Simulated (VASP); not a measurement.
# YTl2 (Fd-3m) in VASP: notebook

The runs below take YTl2 through single point, relaxation of cell and atoms, with PBE.

Everything below comes from runs of VASP 6.6.1. Logs are shortened: lines on timing, memory, paths and dates and some standing lists are left out, and cuts for length are marked.

### 1 The cell of the first run

Symmetry: Fd-3m, No. 227, cubic system. Conventional cell: a = 8.787 Å, b = 8.787 Å, c = 8.787 Å, α = 90.00°, β = 90.00°, γ = 90.00°. Within 4.8 Å of Y (site symmetry -43m) lie 12 Tl at 3.64 Å and 4 Y at 3.80 Å. Tl (site symmetry -3m) has 6 Tl at 3.11 Å and 6 Y at 3.64 Å within 4.1 Å.

### 2 Single point, PBE

The input, INCAR:

```
PREC = Accurate ; ENCUT = 520
EDIFF = 1E-7 ; ISMEAR = 0
SIGMA = 0.1 ; LREAL = False
LASPH = True ; NELM = 60
ALGO = Fast ; ISIF = 2
LWAVE = False ; LCHARG = False
GGA = PE ; NBANDS = 46
```

The input, KPOINTS:

```
regular mesh
0
Gamma
  8 8 8
```

The input, POSCAR:

```
YTl2
1.0
    0.0000000000      4.3935401623      4.3935401623
    4.3935401623      0.0000000000      4.3935401623
    4.3935401623      4.3935401623      0.0000000000
Y Tl
2 4
Direct
    0.0000000000      0.0000000000      0.0000000000
    0.2500000000      0.2500000000      0.2500000000
    0.6250000000      0.6250000000      0.6250000000
    0.1250000000      0.6250000000      0.6250000000
    0.6250000000      0.6250000000      0.1250000000
    0.6250000000      0.1250000000      0.6250000000
```

Potentials or basis: VASP PAW PBE potentials, release 64 (Y_sv, Tl_d).

Launch:

```sh
> cat potpaw_PBE.64/Y_sv/POTCAR potpaw_PBE.64/Tl_d/POTCAR > POTCAR
> mpirun -np 1 vasp_std > vasp.out
```

OUTCAR:

```text
PREC = Accurate
   ENCUT = 520
   EDIFF = 1E-7
   ISMEAR = 0
   LREAL = False
   LASPH = True
   NELM = 60
   ISIF = 2
   GGA = PE

 ion  position               nearest neighbor table
   1  0.000  0.000  0.000-   3 3.64   5 3.64   6 3.64   3 3.64   4 3.64   5 3.64   4 3.64   6 3.64
                             3 3.64   4 3.64   5 3.64   6 3.64   2 3.80   2 3.80   2 3.80   2 3.80
   2  0.250  0.250  0.250-   4 3.64   6 3.64   3 3.64   4 3.64   5 3.64   3 3.64   5 3.64   6 3.64
                             3 3.64   4 3.64   5 3.64   6 3.64   1 3.80   1 3.80   1 3.80   1 3.80
   3  0.625  0.625  0.625-   4 3.11   5 3.11   6 3.11   5 3.11   6 3.11   4 3.11   1 3.64   2 3.64
                             1 3.64   2 3.64   1 3.64   2 3.64
   4  0.125  0.625  0.625-   3 3.11   5 3.11   6 3.11   3 3.11   5 3.11   6 3.11   2 3.64   1 3.64
                             2 3.64   1 3.64   1 3.64   2 3.64
   5  0.625  0.625  0.125-   3 3.11   3 3.11   4 3.11   6 3.11   6 3.11   4 3.11   1 3.64   2 3.64
                             1 3.64   2 3.64   1 3.64   2 3.64
   6  0.625  0.125  0.625-   3 3.11   5 3.11   3 3.11   4 3.11   5 3.11   4 3.11   1 3.64   2 3.64
                             1 3.64   2 3.64   1 3.64   2 3.64

  LATTYP: Found a face centered cubic cell.
 ALAT       =     8.7870803246

  Lattice vectors:

 A1 = (   0.0000000000,   4.3935401623,   4.3935401623)
 A2 = (   4.3935401623,   0.0000000000,   4.3935401623)
 A3 = (   4.3935401623,   4.3935401623,   0.0000000000)

Analysis of symmetry for initial positions (statically):
=====================================================================
 Subroutine PRICEL returns:
 Original cell was already a primitive cell.

 Routine SETGRP: Setting up the symmetry group for a
 face centered cubic supercell.

 Subroutine GETGRP returns: Found 48 space group operations
 (whereof 24 operations were pure point group operations)
 out of a pool of 48 trial point group operations.

The static configuration has the point symmetry T_d .
 The point group associated with its full space group is O_h .

Analysis of symmetry for dynamics (positions and initial velocities):
=====================================================================
 Subroutine PRICEL returns:
 Original cell was already a primitive cell.

 Routine SETGRP: Setting up the symmetry group for a
 face centered cubic supercell.

 Subroutine GETGRP returns: Found 48 space group operations
 (whereof 24 operations were pure point group operations)
 out of a pool of 48 trial point group operations.

The dynamic configuration has the point symmetry T_d .
 The point group associated with its full space group is O_h .

 Subroutine INISYM returns: Found 48 space group operations
[... 112 lines left out ...]
   ISYM   =      2    0-nonsym 1-usesym 2-fastsym
   POTIM  = 0.5000    time-step for ionic-motion
   TEBEG  =    0.0;   TEEND  =   0.0 temperature during run
   PSTRESS=    0.0 pullay stress
   NELECT =      74.0000    total number of electrons
   NUPDOWN=      -1.0000    fix difference up-down
   EMIN   =  10.00;   EMAX   =-10.00  energy-range for DOS
   EFERMI =   0.00;   METHOD = LEGACY
   ISMEAR =     0;   SIGMA  =   0.10  broadening in eV -4-tet -1-fermi 0-gaus
   EFERMI_NEDOS =   21; number of points for ismear=-14 and -15
   IALGO  =     68    algorithm
   IMIX   =      4    mixing-type and parameters
     AMIX     =   0.40;   BMIX     =  1.00
     AMIX_MAG =   1.60;   BMIX_MAG =  1.00
  volume/ion in A,a.u.               =      28.27       190.77
  Fermi-wavevector in a.u.,A,eV,Ry     =   1.241636  2.346351 20.975542  1.541659
  Thomas-Fermi vector in A             =   2.376025
   LORBIT       =      0    0 simple, 1 ext, 2 COOP (PROOUT), +10 PAW based schemes
   GGA     = PE    functional components
   LHFCALC =     F    Hartree Fock is set to
   AEXX    =    0.0000 exact exchange contribution
   IVDW    =     0    specifies the selected vdW correction
   LEPSILON=     F    determine dielectric tensor
   LRPA    =     F    only Hartree local field effects (RPA)
 non-spin polarized calculation
 RMM-DIIS sequential band-by-band and
 Gauss-broadening in eV      SIGMA  =   0.10
  energy-cutoff  :      520.00
  volume of cell :      169.62
 maximum number of plane-waves:      4586
 NGX is ok and might be reduce to    48
   NGX = 23   NGY = 23   NGZ = 23

 number of electron      73.9999992 magnetization

 Free energy of the ion-electron system (eV)
  ---------------------------------------------------
  ext. energy  EPLUGINS =         0.00000000
  ---------------------------------------------------
  free energy    TOTEN  =       -22.10683148 eV

  energy without entropy =      -22.08497015  energy(sigma->0) =      -22.09590081

 E-fermi :   6.0899     XC(G=0): -10.1955

 val. band max:        6.0744859481   @ k =  -0.3750   0.3750   0.0000
 cond. band min:       6.1045860556   @ k =  -0.3750   0.3750   0.1250
 fundamental gap:      0.0301001075
 Fermi energy:         6.0899094533

 k-point     1 :       0.0000    0.0000    0.0000
  band No.  band energies     occupation
      1     -37.5596      2.00000
      2     -37.5405      2.00000
      3     -17.5390      2.00000
      4     -17.5390      2.00000
      5     -17.5390      2.00000
      6     -17.4543      2.00000
[... 1165 lines left out ...]
     45       8.8545      0.00000
     46       9.0733      0.00000

 [... further k-points ...]

------------------------ aborting loop because EDIFF is reached ----------------------------------------

  FORCE on cell =-STRESS in cart. coord.  units (eV):
  Direction    XX          YY          ZZ          XY          YZ          ZX
  --------------------------------------------------------------------------------------
  -------------------------------------------------------------------------------------
  Total        0.0061900      0.0061900      0.0061900      0.0000000      0.0000000      0.0000000
  in kB        0.0584695      0.0584695      0.0584695      0.0000000      0.0000000      0.0000000
  external PRESSURE =       0.0584695 kB  Pullay stress =       0.0000000 kB

 VOLUME and BASIS-vectors are now :
 -----------------------------------------------------------------------------
  energy-cutoff  :      520.00
  volume of cell :      169.62
      direct lattice vectors                 reciprocal lattice vectors
     0.000000000  4.393540162  4.393540162    -0.113803444  0.113803444  0.113803444
     4.393540162  0.000000000  4.393540162     0.113803444 -0.113803444  0.113803444
     4.393540162  4.393540162  0.000000000     0.113803444  0.113803444 -0.113803444

 POSITION                                       TOTAL-FORCE (eV/Angst)
 -----------------------------------------------------------------------------------
      0.00000      0.00000      0.00000        -0.000000      0.000000     -0.000000
      2.19677      2.19677      2.19677         0.000000     -0.000000     -0.000000
      5.49193      5.49193      5.49193        -0.000000     -0.000000      0.000000
      5.49193      3.29516      3.29516        -0.000000     -0.000000      0.000000
      3.29516      3.29516      5.49193        -0.000000     -0.000000      0.000000
      3.29516      5.49193      3.29516        -0.000000     -0.000000      0.000000
 -----------------------------------------------------------------------------------
    total drift:                                0.000000      0.000000      0.000000

  FREE ENERGIE OF THE ION-ELECTRON SYSTEM (eV)
  ---------------------------------------------------
  free  energy   TOTEN  =       -22.1068314768 eV

  energy  without entropy=      -22.0849701505  energy(sigma->0) =      -22.09590081
```

It took 11 min on 1 thread of Intel Xeon Platinum 8488C (Sapphire Rapids), shared host; peak memory 0.45 GiB.

What came out:

- Free energy: -22.1068 eV
- Pressure: 0.0 GPa
- Band gap on the k mesh: zero (bands 37 and 38 overlap by 2.22 eV)

Caveat: spin-orbit coupling is left out, which moves the levels of the heavy elements.

### 3 Relaxation of cell and atoms, PBE

This run uses another cell than the first one, of 28.54 Å³/atom.

The input, INCAR:

```
PREC     = Accurate       # precision mode
ENCUT    = 600            # plane-wave cutoff, eV
EDIFF    = 1E-7           # SCF threshold, eV
ISMEAR   = 0              # smearing method
SIGMA    = 0.1            # smearing width, eV
LREAL    = False          # projectors in reciprocal space
LASPH    = True           # aspherical terms in the spheres
NELM     = 80             # most SCF steps
ALGO     = Fast           # electronic algorithm
ISIF     = 3              # what is computed and relaxed
LWAVE    = False          # write WAVECAR
LCHARG   = False          # write CHGCAR
GGA      = PE             # functional
IBRION   = 2              # ionic algorithm
NSW      = 100            # ionic steps
EDIFFG   = -0.01          # ionic threshold
```

The input, KPOINTS:

```
Automatic mesh
0
Gamma
  8 8 8
```

Edit POSCAR of step 2 so:

```diff
@@ -2,5 +2,5 @@
 1.0
-    0.0000000000      4.3935401623      4.3935401623
-    4.3935401623      0.0000000000      4.3935401623
-    4.3935401623      4.3935401623      0.0000000000
+    0.0000000000      4.4077227325      4.4077227325
+    4.4077227325      0.0000000000      4.4077227325
+    4.4077227325      4.4077227325      0.0000000000
 Y Tl
```

Potentials or basis: VASP PAW PBE potentials, release 64 (Y_sv, Tl_d).

Launch:

```sh
> cat potpaw_PBE.64/Y_sv/POTCAR potpaw_PBE.64/Tl_d/POTCAR > POTCAR
> mpirun -np 1 vasp_std > vasp.out
```

Wall time 20 min (1 thread of Intel Xeon Platinum 8488C (Sapphire Rapids), shared host); peak memory 0.52 GiB.

It converged, with:

* Free energy: -22.1067 eV
* Relaxed volume: 28.27 Å³/atom
* Relaxed cell: a = 6.213 Å, b = 6.213 Å, c = 6.213 Å, α = 60.00°, β = 60.00°, γ = 60.00°
* Space group after relaxing (to 0.1 Å): Fd-3m (No. 227)
* Energy gained by relaxing: 0.3 meV/atom
* Ionic steps: 2
* Pressure after relaxing: 0.0 GPa
* Band gap on the k mesh: zero (bands 37 and 38 overlap by 2.22 eV)

The path:
```csv
step,energy change (eV),largest force (eV/Å),pressure (GPa),volume (Å³)
1,0.0000,0.0000,-0.38,171.27
2,-0.0017,0.0000,0.05,169.62
```

Final structure:
```
Y Tl
1.0
     0.00000    4.39351    4.39351
     4.39351    0.00000    4.39351
     4.39351    4.39351    0.00000
Y Tl
2 4
Direct
  0.00000 0.00000 0.00000
  0.25000 0.25000 0.25000
  0.62500 0.62500 0.62500
  0.12500 0.62500 0.62500
  0.62500 0.62500 0.12500
  0.62500 0.12500 0.62500
```

Levels at points of the mesh, in eV from the Fermi level:
```
           k point  band 33  band 34  band 35  band 36  band 37  band 38  band 39  band 40  band 41  band 42
(0.00, 0.00, 0.00)    -3.34    -2.23    -2.23    -2.23    -1.72    -1.72     0.39     1.14     1.14     1.14
(0.50, 0.00, 0.00)    -3.05    -1.56    -1.56    -0.23    -0.23    -0.06     0.95     0.95     1.24     2.01
(0.50, 0.50, 0.00)    -2.91    -2.91     0.31     0.31     0.41     0.41     1.34     1.34     1.49     1.49
```

Caveat: spin-orbit coupling is left out, which moves the levels of the heavy elements.

The gap in the log of VASP goes by the Fermi energy; the results here count the filled bands.